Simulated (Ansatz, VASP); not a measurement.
## One calculation of Ag, two programs

```xyz
1
Lattice="0.0000 2.0010 2.0010 2.0010 0.0000 2.0010 2.0010 2.0010 0.0000" Properties=species:S:1:pos:R:3 pbc="T T T"
Ag    0.0000    0.0000    0.0000
```

Alike in both runs: task single point; functional HSE06; k mesh 6 × 6 × 6; occupations fermi-dirac, width 0.05 eV; no spin polarisation.

|  | VASP | Ansatz |
| --- | --- | --- |
| version | VASP 6.6.1 | Ansatz 0.2.0 |
| potentials or method | VASP PAW PBE potentials, release 64 (Ag) | Ansatz PAW |
| plane-wave cutoff (eV) | 520 | 420 |
| valence electrons in the cell | 11 | 19 |

```tsv
	VASP	Ansatz	Ansatz less VASP
gap on the k mesh at the Fermi level (eV)	none	none	-
pressure (GPa)	12.9	12.9	+0.04
```

A gap of «none» marks a metal or a gap that the smearing closes. The functional is the same, so the differences come from potentials, cutoffs and numerics. VASP's potentials hold 11 valence electrons a cell and Ansatz's 19, so a difference there can come from the potentials and not from the codes.

The k mesh is coarse, so the values compare programs but aren't converged.
